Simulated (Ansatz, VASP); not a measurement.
# One calculation of Zn, two programs

```xyz
1
Lattice="0.0000 1.9648 1.9648 1.9648 0.0000 1.9648 1.9648 1.9648 0.0000" Properties=species:S:1:pos:R:3 pbc="T T T"
Zn    0.0000    0.0000    0.0000
```

Alike in both runs: task relaxation of cell and atoms; functional PBE; k mesh 18 × 18 × 18; occupations gaussian, width 0.1 eV; no spin polarisation.

|  | VASP | Ansatz |
| --- | --- | --- |
| version | VASP 6.6.1 | Ansatz 0.2.0 |
| potentials or method | VASP PAW PBE potentials, release 64 (Zn), cutoff 500 eV | scalar-relativistic, plane waves, PAW |
| valence electrons in the cell | 12 | 12 |

```tsv
	VASP	Ansatz	Ansatz less VASP
gap on the k mesh at the Fermi level, each at its own relaxed structure (eV)	none	none	-
relaxed volume (Å³/atom)	15.22	15.16	-0.064
relaxed cell length with the largest relative difference (Å)	2.782	2.778	-0.0039
```

A gap of «none» marks a metal or a gap that the smearing closes.
